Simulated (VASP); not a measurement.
# SnO (F-43m) in VASP: a series of runs, part 2 of 2

VASP 6.6.1.

**4. Single point, r2SCAN**

File POSCAR:

```
SnO
1.0
    0.0000000000      2.7082147278      2.7082147278
    2.7082147278      0.0000000000      2.7082147278
    2.7082147278      2.7082147278      0.0000000000
Sn O
1 1
Direct
    0.0000000000      0.0000000000      0.0000000000
    0.2500000000      0.2500000000      0.2500000000
```

File INCAR.step1:

```
SYSTEM = SnO
ALGO = Normal ; EDIFF = 1E-5
ENCUT = 660 ; GGA = PE
GGA_COMPAT = .FALSE. ; ISMEAR = -1
ISYM = 0 ; LASPH = .TRUE.
LCHARG = .FALSE. ; LREAL = .FALSE.
LWAVE = .TRUE. ; NBANDS = 17
NELM = 120 ; PREC = Accurate
SIGMA = 0.02
```

File INCAR.step2:

```
SYSTEM = SnO
ALGO = Normal ; EDIFF = 1E-6
ENCUT = 660 ; GGA_COMPAT = .FALSE.
ISIF = 2 ; ISMEAR = -1
ISTART = 1 ; ISYM = 0
LASPH = .TRUE. ; LCHARG = .FALSE.
LMIXTAU = .TRUE. ; LREAL = .FALSE.
LWAVE = .FALSE. ; METAGGA = R2SCAN
NBANDS = 17 ; NELM = 120
PREC = Accurate ; SIGMA = 0.02
```

File KPOINTS:

```
k-points
0
G
  6 6 6
  0 0 0
```

Potentials or basis: VASP PAW PBE potentials, release 64 (Sn_d, O).

Run with:

```bash
$ cat potpaw_PBE.64/Sn_d/POTCAR potpaw_PBE.64/O/POTCAR > POTCAR
$ cp INCAR.step1 INCAR
$ mpirun -np 1 vasp_std > vasp.out
$ cp INCAR.step2 INCAR
$ mpirun -np 1 vasp_std > vasp.out
```

OUTCAR:

```text
SYSTEM = SnO
   EDIFF = 1E-6
   ENCUT = 660
   ISIF = 2
   ISMEAR = -1
   ISTART = 1
   ISYM = 0
   LASPH = .TRUE.
   LREAL = .FALSE.
   METAGGA = R2SCAN
   NELM = 120
   PREC = Accurate

 ion  position               nearest neighbor table
   1  0.000  0.000  0.000-   2 2.35   2 2.35   2 2.35   2 2.35
   2  0.250  0.250  0.250-   1 2.35   1 2.35   1 2.35   1 2.35

IMPORTANT INFORMATION: All symmetrisations will be switched off!
NOSYMM: (Re-)initialisation of all symmetry stuff for point group C_1.

----------------------------------------------------------------------------------------

                                     Primitive cell

  volume of cell :      39.7264

  direct lattice vectors                    reciprocal lattice vectors
     0.000000000  2.708214728  2.708214728    -0.184623470  0.184623470  0.184623470
     2.708214728  0.000000000  2.708214728     0.184623470 -0.184623470  0.184623470
     2.708214728  2.708214728  0.000000000     0.184623470  0.184623470 -0.184623470

  length of vectors
     3.829993998  3.829993998  3.829993998     0.319777230  0.319777230  0.319777230

  position of ions in fractional coordinates (direct lattice)
     0.000000000  0.000000000  0.000000000
[... 127 lines left out ...]
 val. band max:        6.0817238947   @ k =   0.1667   0.5000  -0.3333
 cond. band min:       6.6828022278   @ k =   0.5000   0.3333   0.0000
 fundamental gap:      0.6010783331
 Fermi energy:         6.1037026882

 k-point     1 :       0.0000    0.0000    0.0000
  band No.  band energies     occupation
      1     -16.4488      2.00000
      2     -16.4488      2.00000
      3     -16.4488      2.00000
      4     -16.3947      2.00000
      5     -16.3947      2.00000
      6     -14.1253      2.00000
[... 457 lines left out ...]
      4     -16.4011      2.00000
      5     -16.3808      2.00000
      6     -13.6557      2.00000
[... 9 lines left out ...]
     16      18.9850      0.00000
     17      19.9729      0.00000

 [... further k-points ...]

------------------------ aborting loop because EDIFF is reached ----------------------------------------

  FORCE on cell =-STRESS in cart. coord.  units (eV):
  Direction    XX          YY          ZZ          XY          YZ          ZX
  --------------------------------------------------------------------------------------
  -------------------------------------------------------------------------------------
  Total        0.0433377      0.0433385      0.0433376      0.0000049      0.0000043      0.0000045
  in kB        1.7478200      1.7478544      1.7478193      0.0001957      0.0001754      0.0001834
  external PRESSURE =       1.7478312 kB  Pullay stress =       0.0000000 kB

 VOLUME and BASIS-vectors are now :
 -----------------------------------------------------------------------------
  energy-cutoff  :      660.00
  volume of cell :       39.73
      direct lattice vectors                 reciprocal lattice vectors
     0.000000000  2.708214728  2.708214728    -0.184623470  0.184623470  0.184623470
     2.708214728  0.000000000  2.708214728     0.184623470 -0.184623470  0.184623470
     2.708214728  2.708214728  0.000000000     0.184623470  0.184623470 -0.184623470

 POSITION                                       TOTAL-FORCE (eV/Angst)
 -----------------------------------------------------------------------------------
      0.00000      0.00000      0.00000         0.000001      0.000001      0.000002
      1.35411      1.35411      1.35411        -0.000001     -0.000001     -0.000002
 -----------------------------------------------------------------------------------
    total drift:                                0.000002      0.000002      0.000001

  FREE ENERGIE OF THE ION-ELECTRON SYSTEM (eV)
  ---------------------------------------------------
  free  energy   TOTEN  =       -32.2096873041 eV

  energy  without entropy=      -32.2084365496  energy(sigma->0) =      -32.20906193
```

OSZICAR.step1:

```text
N       E                     dE             d eps       ncg     rms          rms(c)
DAV:   1     0.169819860458E+03    0.16982E+03   -0.11826E+04  3870   0.192E+03
DAV:   2     0.556490061520E+01   -0.16425E+03   -0.15644E+03  4113   0.431E+02
DAV:   3    -0.121883334586E+02   -0.17753E+02   -0.17622E+02  4481   0.120E+02
DAV:   4    -0.126174388002E+02   -0.42911E+00   -0.42883E+00  4589   0.198E+01
DAV:   5    -0.126284806987E+02   -0.11042E-01   -0.11041E-01  5218   0.308E+00    0.869E+00
DAV:   6    -0.107392356761E+02    0.18892E+01   -0.14000E+01  5632   0.426E+01    0.518E+00
DAV:   7    -0.104787054494E+02    0.26053E+00   -0.23552E+00  4529   0.864E+00    0.142E+00
DAV:   8    -0.104519805899E+02    0.26725E-01   -0.15313E-01  3952   0.310E+00    0.278E-01
DAV:   9    -0.104523898929E+02   -0.40930E-03   -0.81056E-03  5263   0.720E-01    0.134E-01
DAV:  10    -0.104528523018E+02   -0.46241E-03   -0.26128E-03  4548   0.470E-01    0.822E-02
DAV:  11    -0.104526529807E+02    0.19932E-03   -0.10696E-03  5665   0.251E-01    0.124E-02
DAV:  12    -0.104526563480E+02   -0.33673E-05   -0.61238E-05  4116   0.560E-02
   1 F= -.10452656E+02 E0= -.10452031E+02  d E =-.125063E-02
```

Run time: 2.8 min. Hardware: 1 thread of Intel Xeon Platinum 8488C (Sapphire Rapids), shared host; peak memory 0.25 GiB.

What came out:

```yaml
Free_energy: -32.2097 eV
Pressure: 0.2 GPa
Band_gap_on_the_k_mesh: zero (bands 10 and 11 overlap by 0.14 eV)
```

Caveat: semilocal functionals underestimate gaps, so a narrow gap can read as zero; the PAW data sets were made with another functional, which shifts forces and pressure a little; spin-orbit coupling is left out, which moves the levels of the heavy elements.

**5. Single point, HSE06**

POSCAR is that of step 4.

File INCAR.step1:

```
PREC = Accurate
ENCUT = 520
EDIFF = 1E-5
ISMEAR = -1
SIGMA = 0.02
LREAL = False
LASPH = True
NELM = 120
ALGO = Normal
ISIF = 2
LWAVE = True
LCHARG = False
NBANDS = 17
GGA = PE
GGA_COMPAT = False
```

File INCAR.step2:

```
PREC = Accurate
ENCUT = 520
EDIFF = 1E-6
ISMEAR = -1
SIGMA = 0.02
LREAL = False
LASPH = True
NELM = 120
ALGO = Normal
ISIF = 2
LWAVE = False
LCHARG = False
GGA = PE
LHFCALC = True
HFSCREEN = 0.2079
PRECFOCK = Normal
NBANDS = 17
ISTART = 1
GGA_COMPAT = False
```

File KPOINTS:

```
Automatic mesh
0
Gamma
  4 4 4
```

Run with:

```bash
$ cat potpaw_PBE.64/Sn_d/POTCAR potpaw_PBE.64/O/POTCAR > POTCAR
$ cp INCAR.step1 INCAR
$ mpirun -np 1 vasp_std > vasp.out
$ cp INCAR.step2 INCAR
$ mpirun -np 1 vasp_std > vasp.out
```

It took 4.3 min on 1 thread of Intel Xeon Platinum 8488C (Sapphire Rapids), shared host; peak memory 0.27 GiB.

Results (log left out):

```yaml
Free_energy: -12.7640 eV
Pressure: -0.7 GPa
Band_gap_on_the_k_mesh: zero (bands 10 and 11 overlap by 0.22 eV)
```

Levels at points of the mesh, in eV from the Fermi level:
```csv
k point,band 7,band 8,band 9,band 10,band 11,band 12,band 13,band 14
"(0.00, 0.00, 0.00)",-7.01,-4.55,-4.55,-4.55,5.22,5.22,5.22,9.80
"(0.50, 0.00, 0.00)",-9.04,-5.00,-5.00,-2.65,2.03,5.34,5.34,9.20
"(0.50, 0.50, 0.00)",-8.83,-5.79,-5.79,-0.48,-0.22,5.98,6.07,6.07
```

Caveat: the k points lie up to 0.50 Å⁻¹ apart; the PAW data sets were made with another functional, which shifts forces and pressure a little; spin-orbit coupling is left out, which moves the levels of the heavy elements.

**6. Overview**

| level | spin | k mesh | cutoff (eV) | smearing | grid for exact exchange (PRECFOCK) | share of exact exchange | screening parameter | gap on the mesh (eV) | pressure (GPa) |
| --- | --- | --- | --- | --- | --- | --- | --- | --- | --- |
| r2SCAN | off | 6 × 6 × 6 | 660 | methfessel-paxton 0.05 eV | - | - | - | none | 0.2 |
| r2SCAN | collinear, zero start | 6 × 6 × 6 | 660 | fermi-dirac 0.02 eV | - | - | - | none | 0.2 |
| r2SCAN | off | 6 × 6 × 6 | 660 | fermi-dirac 0.02 eV | - | - | - | none | 0.2 |
| HSE06 | off | 4 × 4 × 4 | 520 | fermi-dirac 0.02 eV | Normal | 0.25 | 0.2079 1/Å | none | -0.7 |

Alike in all rows: task single point; potentials or basis VASP PAW PBE potentials, release 64 (Sn_d, O); cell as given.

Caveats: some runs use coarse meshes; the PAW data sets were made with another functional, which shifts forces and pressure a little; spin-orbit coupling is left out, which moves the levels of the heavy elements; semilocal functionals underestimate gaps, so a narrow gap can read as zero (at least some runs).

Total energies depend on the potentials used, so only differences within one code and one set of settings carry meaning.
